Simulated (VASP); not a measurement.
# NbPdSe3 (P6/mmm) in VASP: notebook

The runs below take NbPdSe3 through relaxation of cell and atoms, single point, with PBE.

Everything below comes from runs of VASP 6.6.1. Logs are shortened: lines on timing, memory, paths and dates and some standing lists are left out, and cuts for length are marked.

### Step 1. The cell of the first run

Symmetry: P6/mmm, No. 191, hexagonal system. Conventional cell: a = 5.027 Å, b = 5.027 Å, c = 6.523 Å, α = 90.00°, β = 90.00°, γ = 120.00°. Nb (site symmetry 6/mmm) has 6 Se at 2.51 Å and 2 Pd at 3.26 Å within 3.3 Å. Within 4.3 Å of Pd (site symmetry 6/mmm) lie 2 Nb at 3.26 Å and 12 Se at 4.12 Å. Se (site symmetry mmm) has 4 Se at 2.51 Å and 2 Nb at 2.51 Å within 3.3 Å.

### Step 2. Relaxation of cell and atoms, PBE

INCAR reads:

```
  PREC = Accurate
  ENCUT = 600
  EDIFF = 1E-7
  ISMEAR = 0
  SIGMA = 0.1
  LREAL = False
  LASPH = True
  NELM = 80
  ALGO = Normal
  ISIF = 3
  LWAVE = False
  LCHARG = False
  GGA = PE
  IBRION = 2
  NSW = 90
  EDIFFG = -0.04
```

KPOINTS reads:

```
Automatic mesh
0
Gamma
  6 6 4
```

POSCAR reads:

```
NbPdSe3
1.0
    5.0266629300      0.0000000000      0.0000000000
   -2.5133314700      4.3532177900      0.0000000000
    0.0000000000      0.0000000000      6.5233185500
Nb Pd Se
1 1 3
Direct
    0.0000000000      0.0000000000      0.5000000000
    0.0000000000      0.0000000000      0.0000000000
    0.5000000000      0.0000000000      0.5000000000
    0.0000000000      0.5000000000      0.5000000000
    0.5000000000      0.5000000000      0.5000000000
```

Potentials or basis: VASP PAW PBE potentials, release 64 (Nb_sv, Pd, Se).

Started as:

```sh
$ cat potpaw_PBE.64/Nb_sv/POTCAR potpaw_PBE.64/Pd/POTCAR potpaw_PBE.64/Se/POTCAR > POTCAR
$ mpirun -np 1 vasp_std > vasp.out
```

OUTCAR:

```text
PREC = Accurate
   ENCUT = 600
   EDIFF = 1E-7
   ISMEAR = 0
   LREAL = False
   LASPH = True
   NELM = 80
   ISIF = 3
   GGA = PE
   IBRION = 2
   NSW = 90
   EDIFFG = -0.04

 ion  position               nearest neighbor table
   1  0.000  0.000  0.500-   5 2.51   5 2.51   4 2.51   4 2.51   3 2.51   3 2.51
   2  0.000  0.000  0.000-
   3  0.500  0.000  0.500-   4 2.51   4 2.51   5 2.51   5 2.51   1 2.51   1 2.51
   4  0.000  0.500  0.500-   3 2.51   3 2.51   1 2.51   1 2.51   5 2.51   5 2.51
   5  0.500  0.500  0.500-   1 2.51   1 2.51   3 2.51   3 2.51   4 2.51   4 2.51

  LATTYP: Found a hexagonal cell.
 ALAT       =     5.0266629300
 C/A-ratio  =     1.2977433818

  Lattice vectors:

 A1 = (   5.0266629300,   0.0000000000,   0.0000000000)
 A2 = (  -2.5133314700,   4.3532177900,   0.0000000000)
 A3 = (   0.0000000000,   0.0000000000,   6.5233185500)

Analysis of symmetry for initial positions (statically):
=====================================================================
 Subroutine PRICEL returns:
 Original cell was already a primitive cell.

 Routine SETGRP: Setting up the symmetry group for a
 hexagonal supercell.

 Subroutine GETGRP returns: Found 24 space group operations
 (whereof 24 operations were pure point group operations)
 out of a pool of 24 trial point group operations.

The static configuration has the point symmetry D_6h.

Analysis of symmetry for dynamics (positions and initial velocities):
=====================================================================
 Subroutine PRICEL returns:
 Original cell was already a primitive cell.

 Routine SETGRP: Setting up the symmetry group for a
 hexagonal supercell.

 Subroutine GETGRP returns: Found 24 space group operations
 (whereof 24 operations were pure point group operations)
 out of a pool of 24 trial point group operations.

The dynamic configuration has the point symmetry D_6h.

 Subroutine INISYM returns: Found 24 space group operations
 (whereof 24 operations are pure point group operations),
 and found     1 'primitive' translations

----------------------------------------------------------------------------------------

                                     Primitive cell

  volume of cell :     142.7443

  direct lattice vectors                    reciprocal lattice vectors
     5.026662930  0.000000000  0.000000000     0.198939140  0.114857566  0.000000000
    -2.513331470  4.353217790  0.000000000     0.000000000  0.229715132  0.000000000
     0.000000000  0.000000000  6.523318550     0.000000000  0.000000000  0.153296208

  length of vectors
     5.026662930  5.026662929  6.523318550     0.229715132  0.229715132  0.153296208

  position of ions in fractional coordinates (direct lattice)
     0.000000000  0.000000000  0.500000000
     0.000000000  0.000000000  0.000000000
     0.500000000  0.000000000  0.500000000
     0.000000000  0.500000000  0.500000000
     0.500000000  0.500000000  0.500000000

  ion indices of the primitive-cell ions
   primitive index   ion index
                 1           1
                 2           2
                 3           3
                 4           4
                 5           5

----------------------------------------------------------------------------------------

 KPOINTS: Automatic mesh

Automatic generation of k-mesh.
 Grid dimensions read from file:
 generate k-points for:    6    6    4

 Generating k-lattice:

  Cartesian coordinates                     Fractional coordinates (reciprocal lattice)
     0.033156523  0.019142928  0.000000000     0.166666667  0.000000000  0.000000000
     0.000000000  0.038285855  0.000000000     0.000000000  0.166666667  0.000000000
     0.000000000  0.000000000  0.038324052     0.000000000  0.000000000  0.250000000

  Length of vectors
     0.038285855  0.038285855  0.038324052

  Shift w.r.t. Gamma in fractional coordinates (k-lattice)
     0.000000000  0.000000000  0.000000000

 Subroutine IBZKPT returns following result:
 ===========================================

 Found     21 irreducible k-points:

 Following reciprocal coordinates:
            Coordinates               Weight
  0.000000  0.000000  0.000000      1.000000
  0.166667  0.000000  0.000000      6.000000
  0.333333 -0.000000  0.000000      6.000000
  0.500000  0.000000  0.000000      3.000000
  0.166667  0.166667  0.000000      6.000000
  0.333333  0.166667  0.000000     12.000000
[... 13 lines left out ...]
  0.333333  0.166667  0.500000     12.000000
  0.333333  0.333333  0.500000      2.000000
   k-points           NKPTS =     21   k-points in BZ     NKDIM =     21   number of bands    NBANDS=     24
   number of dos      NEDOS =    301   number of ions     NIONS =      5
   total plane-waves  NPLWV =  86400
   dimension x,y,z NGX =    40 NGY =   40 NGZ =   54
   dimension x,y,z NGXF=    80 NGYF=   80 NGZF=  108
   ions per type =               1   1   3
   NGX,Y,Z   is equivalent  to a cutoff of  13.23, 13.23, 13.76 a.u.
   NGXF,Y,Z  is equivalent  to a cutoff of  26.46, 26.46, 27.52 a.u.
 SYSTEM =  unknown system
   PREC   = accura    normal or accurate (medium, high low for compatibility)
   ISTART =      0    job   : 0-new  1-cont  2-samecut
   ICHARG =      2    charge: 1-file 2-atom 10-const
   ISPIN  =      1    spin polarized calculation?
   LNONCOLLINEAR =      F non collinear calculations
   LSORBIT =      F    spin-orbit coupling
   LASPH  =      T    aspherical Exc in radial PAW
   ENCUT  =  600.0 eV  44.10 Ry    6.64 a.u.  10.04 10.04 13.03*2*pi/ulx,y,z
   NELM   =     80;   NELMIN=  2; NELMDL= -5     # of ELM steps
   EDIFF  = 0.1E-06   stopping-criterion for ELM
   LREAL  =      F    real-space projection
   EDIFFG = -.4E-01   stopping-criterion for IOM
   NSW    =     90    number of steps for IOM
   IBRION =      2    ionic relax: 0-MD 1-quasi-New 2-CG
   NFREE  =      1    steps in history (QN), initial steepest desc. (CG)
   ISIF   =      3    stress and relaxation
   ISYM   =      2    0-nonsym 1-usesym 2-fastsym
   POTIM  = 0.5000    time-step for ionic-motion
   TEBEG  =    0.0;   TEEND  =   0.0 temperature during run
   PSTRESS=    0.0 pullay stress
   NELECT =      41.0000    total number of electrons
   NUPDOWN=      -1.0000    fix difference up-down
   EMIN   =  10.00;   EMAX   =-10.00  energy-range for DOS
   EFERMI =   0.00;   METHOD = LEGACY
   ISMEAR =     0;   SIGMA  =   0.10  broadening in eV -4-tet -1-fermi 0-gaus
   EFERMI_NEDOS =   21; number of points for ismear=-14 and -15
   IALGO  =     38    algorithm
   IMIX   =      4    mixing-type and parameters
     AMIX     =   0.40;   BMIX     =  1.00
     AMIX_MAG =   1.60;   BMIX_MAG =  1.00
  volume/ion in A,a.u.               =      28.55       192.66
  Fermi-wavevector in a.u.,A,eV,Ry     =   1.080148  2.041183 15.874181  1.166719
  Thomas-Fermi vector in A             =   2.216131
   LORBIT       =      0    0 simple, 1 ext, 2 COOP (PROOUT), +10 PAW based schemes
   GGA     = PE    functional components
   LHFCALC =     F    Hartree Fock is set to
   AEXX    =    0.0000 exact exchange contribution
   IVDW    =     0    specifies the selected vdW correction
   LEPSILON=     F    determine dielectric tensor
   LRPA    =     F    only Hartree local field effects (RPA)
 conjugate gradient relaxation of ions
 non-spin polarized calculation
 Gauss-broadening in eV      SIGMA  =   0.10
  energy-cutoff  :      600.00
  volume of cell :      142.74
 maximum number of plane-waves:      4818
   NGX = 21   NGY = 21   NGZ = 27

--------------------------------------- Ionic step        1  -------------------------------------------

 number of electron      41.0000000 magnetization

 Free energy of the ion-electron system (eV)
  ---------------------------------------------------
  ext. energy  EPLUGINS =         0.00000000
  ---------------------------------------------------
  free energy    TOTEN  =       -20.66517385 eV

  energy without entropy =      -20.62806645  energy(sigma->0) =      -20.64662015

------------------------ aborting loop because EDIFF is reached ----------------------------------------

  FORCE on cell =-STRESS in cart. coord.  units (eV):
  Direction    XX          YY          ZZ          XY          YZ          ZX
  --------------------------------------------------------------------------------------
  -------------------------------------------------------------------------------------
  Total       20.5852641     20.5852640     -7.6161988     -0.0000000     -0.0000000      0.0000000
  in kB      231.0512269    231.0512265    -85.4850377     -0.0000003     -0.0000000      0.0000000
  external PRESSURE =     125.5391386 kB  Pullay stress =       0.0000000 kB
[... 98 lines left out ...]
  FREE ENERGIE OF THE ION-ELECTRON SYSTEM (eV)
  ---------------------------------------------------
  free  energy   TOTEN  =       -22.5587181984 eV

  energy  without entropy=      -22.5240148306  energy(sigma->0) =      -22.54136651

 E-fermi :   5.1881     XC(G=0):  -9.8948

 val. band max:        5.1573088931   @ k =   0.3333  -0.0000   0.0000
 cond. band min:       5.2094608423   @ k =   0.3333  -0.0000   0.2500
 fundamental gap:      0.0521519493
 Fermi energy:         5.1881410399

 k-point     1 :       0.0000    0.0000    0.0000
  band No.  band energies     occupation
      1     -50.7517      2.00000
      2     -26.9878      2.00000
      3     -26.7901      2.00000
      4     -26.7901      2.00000
      5     -10.1008      2.00000
      6      -6.8288      2.00000
[... 556 lines left out ...]
     23       5.2949      0.13108
     24       6.7002      0.00000

[... ionic steps 4 to 10 ...]

--------------------------------------- Ionic step       11  -------------------------------------------

 number of electron      40.9999996 magnetization

------------------------ aborting loop because EDIFF is reached ----------------------------------------

  FORCE on cell =-STRESS in cart. coord.  units (eV):
  Direction    XX          YY          ZZ          XY          YZ          ZX
  --------------------------------------------------------------------------------------
  -------------------------------------------------------------------------------------
  Total       -1.2894091     -1.2894091     -0.1816562      0.0000000      0.0000000      0.0000000
  in kB      -15.2367325    -15.2367325     -2.1466015      0.0000000      0.0000000      0.0000000
  external PRESSURE =     -10.8733555 kB  Pullay stress =       0.0000000 kB
[... 63 lines left out ...]
  energy  without entropy=      -23.8191525568  energy(sigma->0) =      -23.83217555

--------------------------------------- Ionic step       13  -------------------------------------------

 number of electron      40.9999991 magnetization

 Free energy of the ion-electron system (eV)
  ---------------------------------------------------
  ext. energy  EPLUGINS =         0.00000000
  ---------------------------------------------------
  free energy    TOTEN  =       -23.85322894 eV

  energy without entropy =      -23.82707453  energy(sigma->0) =      -23.84015174

 E-fermi :   3.7536     XC(G=0):  -9.0989

 val. band max:        3.7493419215   @ k =   0.1667   0.0000   0.5000
 cond. band min:       3.7686861135   @ k =   0.3333   0.1667   0.2500
 fundamental gap:      0.0193441920
 Fermi energy:         3.7536408253

 k-point     1 :       0.0000    0.0000    0.0000
  band No.  band energies     occupation
      1     -52.2412      2.00000
      2     -28.4075      2.00000
      3     -28.4075      2.00000
      4     -28.0594      2.00000
      5     -11.7378      2.00000
      6      -8.3234      2.00000
[... 588 lines left out ...]
  FREE ENERGIE OF THE ION-ELECTRON SYSTEM (eV)
  ---------------------------------------------------
  free  energy   TOTEN  =       -23.8532289450 eV

  energy  without entropy=      -23.8270745320  energy(sigma->0) =      -23.84015174

 reached required accuracy - stopping structural energy minimisation
```

Wall time 15 min (1 thread of AMD EPYC 9R45 (Zen 5), shared host); peak memory 0.33 GiB.

What came out:

- Free energy: -23.8532 eV
- Relaxed volume: 26.72 Å³/atom
- Relaxed cell: a = 5.515 Å, b = 5.515 Å, c = 5.072 Å, α = 90.00°, β = 90.00°, γ = 120.00°
- Space group after relaxing (to 0.05 Å): P6/mmm (No. 191)
- Energy gained by relaxing: 637.6 meV/atom
- Ionic steps: 13
- Pressure after relaxing: -0.1 GPa

Step by step:
```tsv
step	energy change (eV)	largest force (eV/Å)	pressure (GPa)	volume (Å³)
1	0.0000	0.0000	12.55	142.74
2	-0.9870	0.0000	-9.12	190.01
3	-1.8935	0.0000	-4.01	167.35
4	-1.8945	0.0000	-3.78	166.76
5	-2.5612	0.0000	-3.80	154.04
6	-1.2154	0.0000	12.91	115.41
7	-2.9522	0.0000	-3.18	145.52
8	-2.9241	0.0000	2.85	127.03
9	-3.1561	0.0000	-1.85	138.26
10	-3.1775	0.0000	-0.87	134.94
11	-3.1779	0.0000	-1.09	135.58
12	-3.1800	0.0000	0.92	131.86
13	-3.1881	0.0000	-0.06	133.59
```

Final structure:
```
Nb Pd Se
1.0
     5.51512    0.00000    0.00000
    -2.75756    4.77624    0.00000
     0.00000    0.00000    5.07152
Nb Pd Se
1 1 3
Direct
  0.00000 0.00000 0.50000
  0.00000 0.00000 0.00000
  0.50000 0.00000 0.50000
  0.00000 0.50000 0.50000
  0.50000 0.50000 0.50000
```

### Step 3. Single point, PBE, collinear spin, ferromagnetic start

This run uses another cell than the first one, of 26.71 Å³/atom, 0.935 times its volume.

INCAR reads:

```
SYSTEM = NbPdSe3
PREC     = Accurate       ! precision mode
ENCUT    = 520            ! plane-wave cutoff, eV
EDIFF    = 1E-6           ! SCF threshold, eV
ISMEAR   = 0              ! smearing method
SIGMA    = 0.1            ! smearing width, eV
LREAL    = .False.        ! projectors in reciprocal space
LASPH    = .True.         ! aspherical terms in the spheres
NELM     = 150            ! most SCF steps
ALGO     = Normal         ! electronic algorithm
ISIF     = 2              ! what is computed and relaxed
LWAVE    = .False.        ! write WAVECAR
LCHARG   = .True.         ! write CHGCAR
ISPIN    = 2              ! spin polarisation
MAGMOM   = 0 1 0 0 0      ! initial moments
LORBIT   = 11             ! projections on sites
LMAXMIX  = 4              ! l up to which the mixer works
GGA      = PE             ! functional
LELF     = .True.         ! ELF
LVHAR    = .True.       
NBANDS   = 32             ! bands
```

KPOINTS reads:

```
regular mesh
0
Gamma
  6 6 4
  0 0 0
```

POSCAR: that of step 2 with these lines changed.

```diff
@@ -2,5 +2,5 @@
 1.0
-    5.0266629300      0.0000000000      0.0000000000
-   -2.5133314700      4.3532177900      0.0000000000
-    0.0000000000      0.0000000000      6.5233185500
+    5.5181706239      0.0000000000      0.0000000000
+   -2.7590853120      4.7788759427      0.0000000000
+    0.0000000000      0.0000000000      5.0635587369
 Nb Pd Se
```

Potentials or basis: VASP PAW PBE potentials, release 64 (Nb_sv, Pd, Se).

Started as:

```sh
$ cat potpaw_PBE.64/Nb_sv/POTCAR potpaw_PBE.64/Pd/POTCAR potpaw_PBE.64/Se/POTCAR > POTCAR
$ mpirun -np 1 vasp_std > vasp.out
```

Run time: 2.1 min. Hardware: 1 thread of AMD EPYC 9R45 (Zen 5), shared host; peak memory 0.36 GiB.

The run converged. Its results:

| Property | Result |
| --- | --- |
| Free energy | -23.8544 eV |
| Pressure | -0.1 GPa |
| Net moment | 0.00 μB per cell |
| Valence electrons inside the program's atomic spheres | Nb 10.54; Pd 9.32; Se 3.76 |

Stress tensor (GPa, compression positive):
```
-0.10  0.00  0.00
 0.00 -0.10  0.00
 0.00  0.00  0.00
```

Levels at points of the mesh, in eV from the Fermi level:
Spin up:
```
           k point  band 19  band 20  band 21  band 22  band 23  band 24
(0.00, 0.00, 0.00)    -0.70     0.21     0.21     1.02     1.16     1.24
(0.50, 0.00, 0.00)    -1.20    -0.55    -0.17     0.44     1.69     1.85
(0.00, 0.00, 0.50)    -0.46    -0.41    -0.41     0.14     0.14     1.17
(0.50, 0.00, 0.50)    -1.31    -1.22    -0.40     0.41     0.70     0.79
```
Spin down:
| k point | band 19 | band 20 | band 21 | band 22 | band 23 | band 24 |
| --- | --- | --- | --- | --- | --- | --- |
| (0.00, 0.00, 0.00) | -0.70 | 0.21 | 0.21 | 1.02 | 1.16 | 1.24 |
| (0.50, 0.00, 0.00) | -1.20 | -0.55 | -0.17 | 0.44 | 1.69 | 1.85 |
| (0.00, 0.00, 0.50) | -0.46 | -0.42 | -0.42 | 0.14 | 0.14 | 1.17 |
| (0.50, 0.00, 0.50) | -1.31 | -1.22 | -0.40 | 0.41 | 0.70 | 0.79 |
